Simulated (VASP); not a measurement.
# ScNb2O3 in VASP: further runs

Runs on ScNb2O3. Level: PBE. Tasks: single point.

Everything below comes from runs of VASP 6.6.1. Logs are shortened: lines on timing, memory, paths and dates and some standing lists are left out, and cuts for length are marked.

### 1 The cell of the first run

The structure is monoclinic, space group Cc (No. 9). The conventional cell has a = 6.212 Å, b = 5.081 Å, c = 10.146 Å, α = 90.00°, β = 94.06°, γ = 90.00°. Within 2.8 Å of Sc (site symmetry 1) lie 5 O at 2.08 to 2.34 Å. Within 3.1 Å of Nb (site symmetry 1) lie 4 O at 2.02 to 2.26 Å and 3 Nb at 2.79 to 2.94 Å and 1 Sc at 3.05 Å. Within 3.2 Å of Nb (site symmetry 1) lie 5 O at 2.08 to 2.21 Å and 3 Nb at 2.79 to 2.94 Å and 3 Sc at 2.98 to 3.17 Å. Within 2.9 Å of O (site symmetry 1) lie 4 Nb at 2.08 to 2.26 Å and 1 Sc at 2.30 Å and 4 O at 2.59 to 2.86 Å. Within 2.9 Å of O (site symmetry 1) lie 2 Nb at 2.02 to 2.16 Å and 2 Sc at 2.08 to 2.18 Å and 3 O at 2.64 to 2.81 Å. O (site symmetry 1) has 3 Nb at 2.16 to 2.21 Å and 2 Sc at 2.19 to 2.34 Å and 5 O at 2.59 to 2.86 Å within 2.9 Å.

### 2 Single point, PBE

Contents of INCAR:

```
PREC = Accurate ; ENCUT = 520
EDIFF = 1E-6 ; ISMEAR = 0
SIGMA = 0.1 ; LREAL = F
LASPH = T ; NELM = 100
ALGO = Normal ; ISIF = 2
LWAVE = F ; LCHARG = F
GGA = PE ; NBANDS = 67
```

Contents of KPOINTS:

```
Automatic mesh
0
Gamma
  4 4 2
```

Contents of POSCAR:

```
ScNb2O3
1.0
    3.1057568218     -2.5403449400      0.0000000000
    3.1057568218      2.5403449400      0.0000000000
   -0.7188042708      0.0000000000     10.1200521072
Sc Nb O
2 4 6
Direct
    0.5714766935      0.0213340314      0.0073695232
    0.0213340314      0.5714766935      0.5073695232
    0.8840058702      0.4208580151      0.7887695316
    0.4208580151      0.8840058702      0.2887695316
    0.4779230914      0.9826303545      0.6705467893
    0.9826303545      0.4779230914      0.1705467893
    0.3446309948      0.5083547600      0.7017010634
    0.5083547600      0.3446309948      0.2017010634
    0.7318773884      0.4976326304      0.9767697313
    0.9371557938      0.1223190562      0.6048092099
    0.1223190562      0.9371557938      0.1048092099
    0.4976326304      0.7318773884      0.4767697313
```

Potentials or basis: VASP PAW PBE potentials, release 64 (Sc_sv, Nb_sv, O).

Launch:

```sh
$ cat potpaw_PBE.64/Sc_sv/POTCAR potpaw_PBE.64/Nb_sv/POTCAR potpaw_PBE.64/O/POTCAR > POTCAR
$ mpirun -np 1 vasp_std > vasp.out
```

OUTCAR:

```text
PREC = Accurate
   ENCUT = 520
   EDIFF = 1E-6
   ISMEAR = 0
   LREAL = F
   LASPH = T
   NELM = 100
   ISIF = 2
   GGA = PE

 ion  position               nearest neighbor table
   1  0.571  0.021  0.007-   9 2.08   9 2.18  11 2.19   8 2.30  11 2.34   6 2.98   4 3.05   6 3.06
                             6 3.17
   2  0.021  0.571  0.507-  12 2.08  12 2.18  10 2.19   7 2.30  10 2.34   5 2.98   3 3.05   5 3.06
                             5 3.17
   3  0.884  0.421  0.789-   9 2.02  10 2.16   7 2.19   7 2.26   5 2.79   5 2.81   5 2.94   2 3.05

   4  0.421  0.884  0.289-  12 2.02  11 2.16   8 2.19   8 2.26   6 2.79   6 2.81   6 2.94   1 3.05

   5  0.478  0.983  0.671-   7 2.08   7 2.12  12 2.16  10 2.18  10 2.21   3 2.79   3 2.81   3 2.94
                             2 2.98   2 3.06   2 3.17
   6  0.983  0.478  0.171-   8 2.08   8 2.12   9 2.16  11 2.18  11 2.21   4 2.79   4 2.81   4 2.94
                             1 2.98   1 3.06   1 3.17
   7  0.345  0.508  0.702-   5 2.08   5 2.12   3 2.19   3 2.26   2 2.30
   8  0.508  0.345  0.202-   6 2.08   6 2.12   4 2.19   4 2.26   1 2.30
   9  0.732  0.498  0.977-   3 2.02   1 2.08   6 2.16   1 2.18
  10  0.937  0.122  0.605-   3 2.16   5 2.18   2 2.19   5 2.21   2 2.34
  11  0.122  0.937  0.105-   4 2.16   6 2.18   1 2.19   6 2.21   1 2.34
  12  0.498  0.732  0.477-   4 2.02   2 2.08   5 2.16   2 2.18

  LATTYP: Found a base centered monoclinic cell.
 ALAT       =     6.2115136436
 B/A-ratio  =     0.8179471497
 C/A-ratio  =     1.6333454436
 COS(beta)  =    -0.0708492341

  Lattice vectors:

 A1 = (   3.1057568218,  -2.5403449400,   0.0000000000)
 A2 = (   3.1057568218,   2.5403449400,   0.0000000000)
 A3 = (  -0.7188042708,   0.0000000000,  10.1200521072)

Analysis of symmetry for initial positions (statically):
=====================================================================
 Subroutine PRICEL returns:
 Original cell was already a primitive cell.

 Routine SETGRP: Setting up the symmetry group for a
 base centered monoclinic supercell.

 Subroutine GETGRP returns: Found  2 space group operations
 (whereof  1 operations were pure point group operations)
 out of a pool of  4 trial point group operations.

The static configuration has the point symmetry C_1 .
 The point group associated with its full space group is C_1h.

Analysis of symmetry for dynamics (positions and initial velocities):
=====================================================================
 Subroutine PRICEL returns:
 Original cell was already a primitive cell.

 Routine SETGRP: Setting up the symmetry group for a
 base centered monoclinic supercell.

 Subroutine GETGRP returns: Found  2 space group operations
 (whereof  1 operations were pure point group operations)
 out of a pool of  4 trial point group operations.

The dynamic configuration has the point symmetry C_1 .
 The point group associated with its full space group is C_1h.

 Subroutine INISYM returns: Found  2 space group operations
 (whereof  1 operations are pure point group operations),
 and found     1 'primitive' translations

----------------------------------------------------------------------------------------

                                     Primitive cell

  volume of cell :     159.6882

  direct lattice vectors                    reciprocal lattice vectors
     3.105756822 -2.540344940  0.000000000     0.160991355 -0.196823664  0.011434850
     3.105756822  2.540344940  0.000000000     0.160991355  0.196823664  0.011434850
    -0.718804271  0.000000000 10.120052107     0.000000000  0.000000000  0.098813720

  length of vectors
     4.012365618  4.012365618 10.145547508     0.254535905  0.254535905  0.098813720

  position of ions in fractional coordinates (direct lattice)
     0.571476694  0.021334031  0.007369523
     0.021334031  0.571476694  0.507369523
     0.884005870  0.420858015  0.788769532
     0.420858015  0.884005870  0.288769532
     0.477923091  0.982630355  0.670546789
     0.982630355  0.477923091  0.170546789
     0.344630995  0.508354760  0.701701063
[... 55 lines left out ...]

 Free energy of the ion-electron system (eV)
  ---------------------------------------------------
  ext. energy  EPLUGINS =         0.00000000
  ---------------------------------------------------
  free energy    TOTEN  =      -107.94490521 eV

  energy without entropy =     -107.92734905  energy(sigma->0) =     -107.93612713

 E-fermi :   8.5492     XC(G=0): -11.5193

 val. band max:        8.5268165289   @ k =   0.5000   0.5000   0.5000
 cond. band min:       8.5699090362   @ k =   0.0000   0.0000   0.0000
 fundamental gap:      0.0430925073
 Fermi energy:         8.5491605335

 k-point     1 :       0.0000    0.0000    0.0000
  band No.  band energies     occupation
      1     -47.3276      2.00000
      2     -47.3257      2.00000
      3     -47.1387      2.00000
      4     -47.1367      2.00000
      5     -41.4391      2.00000
      6     -41.4387      2.00000
[... 59 lines left out ...]
     66      11.5311      0.00000
     67      11.5711      0.00000

 k-point     2 :       0.2500   -0.0000    0.0000
  band No.  band energies     occupation
      1     -47.3086      2.00000
      2     -47.3028      2.00000
      3     -47.1601      2.00000
      4     -47.1540      2.00000
      5     -41.4381      2.00000
      6     -41.4376      2.00000
[... 59 lines left out ...]
     66      11.2545      0.00000
     67      11.4592      0.00000

 k-point     3 :       0.5000   -0.0000    0.0000
  band No.  band energies     occupation
      1     -47.2851      2.00000
      2     -47.2667      2.00000
      3     -47.1947      2.00000
      4     -47.1758      2.00000
      5     -41.4371      2.00000
      6     -41.4364      2.00000
[... 759 lines left out ...]
     66      11.1522      0.00000
     67      11.3268      0.00000

 k-point    14 :       0.5000    0.5000    0.5000
  band No.  band energies     occupation
      1     -47.2639      2.00000
      2     -47.2639      2.00000
      3     -47.1930      2.00000
      4     -47.1930      2.00000
      5     -41.4343      2.00000
      6     -41.4343      2.00000
[... 59 lines left out ...]
     66      10.9788      0.00000
     67      11.2473      0.00000

------------------------ aborting loop because EDIFF is reached ----------------------------------------

  FORCE on cell =-STRESS in cart. coord.  units (eV):
  Direction    XX          YY          ZZ          XY          YZ          ZX
  --------------------------------------------------------------------------------------
  -------------------------------------------------------------------------------------
  Total        0.1178293      0.0493510      0.0785695      0.0000000      0.0000000      0.0887280
  in kB        1.1821998      0.4951469      0.7883001      0.0000000      0.0000000      0.8902220
  external PRESSURE =       0.8218823 kB  Pullay stress =       0.0000000 kB

 VOLUME and BASIS-vectors are now :
 -----------------------------------------------------------------------------
  energy-cutoff  :      520.00
  volume of cell :      159.69
      direct lattice vectors                 reciprocal lattice vectors
     3.105756822 -2.540344940  0.000000000     0.160991355 -0.196823664  0.011434850
     3.105756822  2.540344940  0.000000000     0.160991355  0.196823664  0.011434850
    -0.718804271  0.000000000 10.120052107     0.000000000  0.000000000  0.098813720

 POSITION                                       TOTAL-FORCE (eV/Angst)
 -----------------------------------------------------------------------------------
      1.83583     -1.39755      0.07458        -0.004441      0.016995     -0.020968
      1.47643      1.39755      5.13461        -0.004441     -0.016995     -0.020968
      3.48562     -1.17656      7.98239        -0.023405     -0.009505      0.009521
      3.84502      1.17656      2.92236        -0.023405      0.009505      0.009521
      4.05413      1.28213      6.78597         0.015749     -0.015367      0.002077
      4.41353     -1.28213      1.72594         0.015749      0.015367      0.002077
      2.14478      0.41591      7.10125         0.003502     -0.009445      0.013028
      2.50418     -0.41591      2.04123         0.003502      0.009445      0.013028
      3.11645     -0.59506      9.88496         0.012570     -0.042730     -0.025460
      2.85573     -2.06997      6.12070        -0.003975     -0.002817      0.021802
      3.21513      2.06997      1.06067        -0.003975      0.002817      0.021802
      3.47586      0.59506      4.82493         0.012570      0.042730     -0.025460
 -----------------------------------------------------------------------------------
    total drift:                                0.001170      0.000000      0.000378

  FREE ENERGIE OF THE ION-ELECTRON SYSTEM (eV)
  ---------------------------------------------------
  free  energy   TOTEN  =      -107.9449052107 eV

  energy  without entropy=     -107.9273490465  energy(sigma->0) =     -107.93612713
```

It took 2.3 min on 1 thread of AMD EPYC 9R45 (Zen 5), shared host; peak memory 0.29 GiB.

What came out:

```
Free energy            : -107.9449 eV
Pressure               : 0.1 GPa
Largest force          : 0.051 eV/Å
Band gap on the k mesh : zero (bands 55 and 56 overlap by 0.45 eV)
```

Forces in eV/Å, atoms in the order of the input:
```
Sc  -0.004  0.017 -0.021
Sc  -0.004 -0.017 -0.021
Nb  -0.023 -0.010  0.010
Nb  -0.023  0.010  0.010
Nb   0.016 -0.015  0.002
Nb   0.016  0.015  0.002
O    0.004 -0.009  0.013
O    0.004  0.009  0.013
O    0.013 -0.043 -0.025
O   -0.004 -0.003  0.022
O   -0.004  0.003  0.022
O    0.013  0.043 -0.025
```

Levels at points of the mesh, in eV from the Fermi level:
| k point | band 51 | band 52 | band 53 | band 54 | band 55 | band 56 | band 57 | band 58 | band 59 | band 60 |
| --- | --- | --- | --- | --- | --- | --- | --- | --- | --- | --- |
| (0.00, 0.00, 0.00) | -1.93 | -1.86 | -0.57 | -0.48 | 0.02 | 0.19 | 0.58 | 1.05 | 1.24 | 1.51 |
| (0.50, 0.00, 0.00) | -1.80 | -1.40 | -0.99 | -0.87 | -0.41 | 0.62 | 0.72 | 0.95 | 1.50 | 1.50 |
| (0.50, 0.50, 0.00) | -1.03 | -0.80 | -0.79 | -0.44 | -0.35 | -0.06 | 0.32 | 0.61 | 0.72 | 1.23 |
| (0.00, 0.00, 0.50) | -1.92 | -1.92 | -0.57 | -0.57 | 0.13 | 0.13 | 0.91 | 0.91 | 1.52 | 1.52 |
| (0.50, 0.00, 0.50) | -1.80 | -1.46 | -0.87 | -0.68 | -0.49 | 0.52 | 0.72 | 0.93 | 1.28 | 1.71 |
| (0.50, 0.50, 0.50) | -1.02 | -1.02 | -0.61 | -0.61 | -0.02 | -0.02 | 0.57 | 0.57 | 0.80 | 0.80 |

Caveat: the k points lie up to 0.40 Å⁻¹ apart.

### 3 Single point, PBE

This run uses another cell than the first one, of 11.55 Å³/atom.

Contents of INCAR:

```
SYSTEM = ScNb2O3
PREC     = Accurate       ! precision mode
ENCUT    = 520            ! plane-wave cutoff, eV
EDIFF    = 1E-7           ! SCF threshold, eV
ISMEAR   = 0              ! smearing method
SIGMA    = 0.1            ! smearing width, eV
LREAL    = .FALSE.        ! projectors in reciprocal space
LASPH    = .TRUE.         ! aspherical terms in the spheres
NELM     = 60             ! most SCF steps
ALGO     = Normal         ! electronic algorithm
ISIF     = 2              ! what is computed and relaxed
LWAVE    = .FALSE.        ! write WAVECAR
LCHARG   = .TRUE.         ! write CHGCAR
GGA      = PE             ! functional
LELF     = .TRUE.         ! ELF
LVHAR    = .TRUE.       
NBANDS   = 67             ! bands
```

Contents of KPOINTS:

```
Automatic mesh
0
G
  4 4 2
  0 0 0
```

Contents of POSCAR:

```
ScNb2O3
1.0
    4.0970466252      0.0000000000      0.0000000000
    0.9331595641      3.9959586920      0.0000000000
    1.7371123187      1.4808635222      8.4667950571
Sc Nb O
2 4 6
Direct
    0.0210451824      0.9908382579      0.0044860016
    0.9864009960      0.0106061807      0.5033319063
    0.3361794579      0.3293000482      0.1718614349
    0.3333870848      0.3346210754      0.6712536621
    0.6591194356      0.6717343961      0.3187545115
    0.6742586604      0.6637645701      0.8264935445
    0.1348637218      0.8385620182      0.2804580688
    0.8325131888      0.1465207659      0.7850067831
    0.5405491625      0.8210338431      0.0509918230
    0.4730588130      0.1843468090      0.4241192716
    0.1879385616      0.4832117189      0.9220644087
    0.8206857351      0.5254603165      0.5411785840
```

Potentials or basis: VASP PAW PBE potentials, release 64 (Sc_sv, Nb_sv, O).

Launch:

```sh
$ cat potpaw_PBE.64/Sc_sv/POTCAR potpaw_PBE.64/Nb_sv/POTCAR potpaw_PBE.64/O/POTCAR > POTCAR
$ mpirun -np 1 vasp_std > vasp.out
```

It took 3.9 min on 1 thread of AMD EPYC 9R45 (Zen 5), shared host; peak memory 0.29 GiB.

It converged, with:

| Quantity | Value |
| --- | --- |
| Free energy | -106.0467 eV |
| Pressure | 0.0 GPa |
| Largest force | 0.247 eV/Å |
| Band gap on the k mesh | zero (bands 55 and 56 overlap by 0.34 eV) |

Forces in eV/Å, atoms in the order of the input:
```
Sc   0.041  0.015  0.031
Sc  -0.042 -0.058 -0.021
Nb  -0.111  0.021 -0.039
Nb   0.016 -0.110 -0.035
Nb   0.185 -0.020  0.161
Nb   0.057  0.127  0.110
O   -0.047  0.010 -0.030
O    0.001  0.002 -0.017
O   -0.028 -0.045  0.015
O    0.023  0.028 -0.134
O   -0.015  0.008 -0.098
O   -0.079  0.022  0.056
```

Stress tensor (GPa, compression positive):
```
-0.04  0.47  0.56
 0.47 -0.53  0.43
 0.56  0.43  0.59
```

Levels at points of the mesh, in eV from the Fermi level:
```tsv
k point	band 51	band 52	band 53	band 54	band 55	band 56	band 57	band 58	band 59	band 60
(0.00, 0.00, 0.00)	-1.94	-1.66	-1.42	-0.52	-0.31	0.05	0.84	1.16	1.37	1.66
(0.50, 0.00, 0.00)	-1.94	-1.75	-1.07	-0.38	-0.10	0.11	0.74	0.83	0.93	1.28
(0.00, 0.50, 0.00)	-1.92	-1.77	-1.09	-0.35	-0.14	0.26	0.64	0.76	0.99	1.29
(0.50, 0.50, 0.00)	-1.27	-0.85	-0.55	-0.45	-0.29	-0.06	0.16	0.50	0.88	1.01
(0.00, 0.00, 0.50)	-1.89	-1.84	-1.10	-0.99	0.07	0.28	1.04	1.07	1.44	1.50
(0.50, 0.00, 0.50)	-1.96	-1.68	-1.27	-0.17	0.08	0.44	0.55	0.91	1.11	1.27
(0.00, 0.50, 0.50)	-1.92	-1.66	-1.30	-0.14	0.11	0.45	0.57	0.88	1.06	1.30
(0.50, 0.50, 0.50)	-1.02	-0.92	-0.78	-0.75	-0.18	-0.07	0.37	0.54	1.01	1.04
```

Caveat: the k points lie up to 0.40 Å⁻¹ apart.

### 4 Single point, PBE

This run uses another cell than the first one, of the same volume but with other edges.

Contents of INCAR:

```
SYSTEM = ScNb2O3
  PREC = Accurate
  ENCUT = 520
  EDIFF = 1E-6
  ISMEAR = 0
  SIGMA = 0.1
  LREAL = .FALSE.
  LASPH = .TRUE.
  NELM = 60
  ALGO = Normal
  ISIF = 2
  LWAVE = .FALSE.
  LCHARG = .FALSE.
  GGA = PE
  NBANDS = 67
```

KPOINTS is that of step 3.

Contents of POSCAR:

```
ScNb2O3
1.0
    3.9721617964     -0.0904589619      0.5593179653
    0.8164882662      3.8913368753      0.5384340157
    2.8073306084      2.2823043018     10.9313902517
Sc Nb O
2 4 6
Direct
   -0.0139645083      0.9359698591     -0.0073695232
    0.9360841151     -0.0139145201      0.4926575181
    0.3679115166      0.4048406908      0.2112304684
    0.4047010032      0.3678402007      0.7111801524
    0.6879164348      0.6927007273      0.3294532107
    0.6925993737      0.6878438885      0.8294413034
    0.1933463034      0.8571470980      0.2982989366
    0.8570156654      0.1932539062      0.7983052213
    0.4791371009      0.7449693722      0.0232302687
    0.4824901537      0.1677304456      0.3951907901
    0.1676649932      0.4823732519      0.8951605412
    0.7450978481      0.4792450797      0.5232211124
```

Launch:

```sh
$ cat potpaw_PBE.64/Sc_sv/POTCAR potpaw_PBE.64/Nb_sv/POTCAR potpaw_PBE.64/O/POTCAR > POTCAR
$ mpirun -np 1 vasp_std > vasp.out
```

It took 3.8 min on 1 thread of AMD EPYC 9R45 (Zen 5), shared host; peak memory 0.33 GiB.

Results (log left out):

```
Free energy            : -107.9502 eV
Pressure               : 0.1 GPa
Largest force          : 0.054 eV/Å
Band gap on the k mesh : zero (bands 55 and 56 overlap by 0.45 eV)
```

Forces on the atoms (eV/Å):
```
Sc  -0.013  0.013  0.025
Sc   0.009 -0.015  0.024
Nb   0.027  0.011 -0.005
Nb   0.018  0.026 -0.001
Nb  -0.003 -0.027 -0.006
Nb  -0.027  0.003 -0.009
O    0.008 -0.002 -0.011
O   -0.001  0.008 -0.012
O    0.012 -0.048  0.020
O    0.007  0.004 -0.023
O    0.005  0.007 -0.022
O   -0.044  0.021  0.020
```

Levels at points of the mesh, in eV from the Fermi level:
| k point | band 51 | band 52 | band 53 | band 54 | band 55 | band 56 | band 57 | band 58 | band 59 | band 60 |
| --- | --- | --- | --- | --- | --- | --- | --- | --- | --- | --- |
| (0.00, 0.00, 0.00) | -1.93 | -1.86 | -0.57 | -0.49 | 0.02 | 0.19 | 0.57 | 1.04 | 1.23 | 1.51 |
| (0.50, 0.00, 0.00) | -1.80 | -1.46 | -0.87 | -0.68 | -0.49 | 0.52 | 0.71 | 0.92 | 1.27 | 1.71 |
| (0.00, 0.50, 0.00) | -1.80 | -1.46 | -0.87 | -0.68 | -0.49 | 0.52 | 0.71 | 0.92 | 1.27 | 1.71 |
| (0.50, 0.50, 0.00) | -1.03 | -0.81 | -0.79 | -0.45 | -0.35 | -0.06 | 0.32 | 0.61 | 0.72 | 1.22 |
| (0.00, 0.00, 0.50) | -1.92 | -1.92 | -0.57 | -0.57 | 0.13 | 0.13 | 0.90 | 0.90 | 1.52 | 1.52 |
| (0.50, 0.00, 0.50) | -1.81 | -1.41 | -0.99 | -0.87 | -0.42 | 0.62 | 0.72 | 0.94 | 1.49 | 1.50 |
| (0.00, 0.50, 0.50) | -1.81 | -1.41 | -0.99 | -0.87 | -0.42 | 0.62 | 0.72 | 0.94 | 1.49 | 1.50 |
| (0.50, 0.50, 0.50) | -1.02 | -1.02 | -0.61 | -0.61 | -0.03 | -0.03 | 0.57 | 0.57 | 0.79 | 0.79 |

Caveat: the k points lie up to 0.42 Å⁻¹ apart.

### 5 Summary

```tsv
cell	gap on the mesh (eV)	pressure (GPa)	largest force (eV/Å)
a = 4.012, b = 4.012, c = 10.146 Å, angles 93.1, 93.1, 78.6°, 12 atoms, atomic positions A	none	0.1	0.05
a = 4.097, b = 4.103, c = 8.769 Å, angles 77.9, 78.6, 76.9°, 12 atoms, atomic positions B	none	0.0	0.25
a = 4.012, b = 4.012, c = 11.515 Å, angles 68.3, 68.3, 78.6°, 12 atoms, atomic positions C	none	0.1	0.05
```

Alike in all rows: task single point; level PBE; potentials or basis VASP PAW PBE potentials, release 64 (Sc_sv, Nb_sv, O); no spin polarisation; k mesh 4 × 4 × 2; cutoff (eV) 520; smearing gaussian 0.1 eV.

Caveats: all runs use coarse meshes.

Absolute energies hang on the potentials; compare differences alone.

The gap in the log of VASP goes by the Fermi energy; the results here count the filled bands.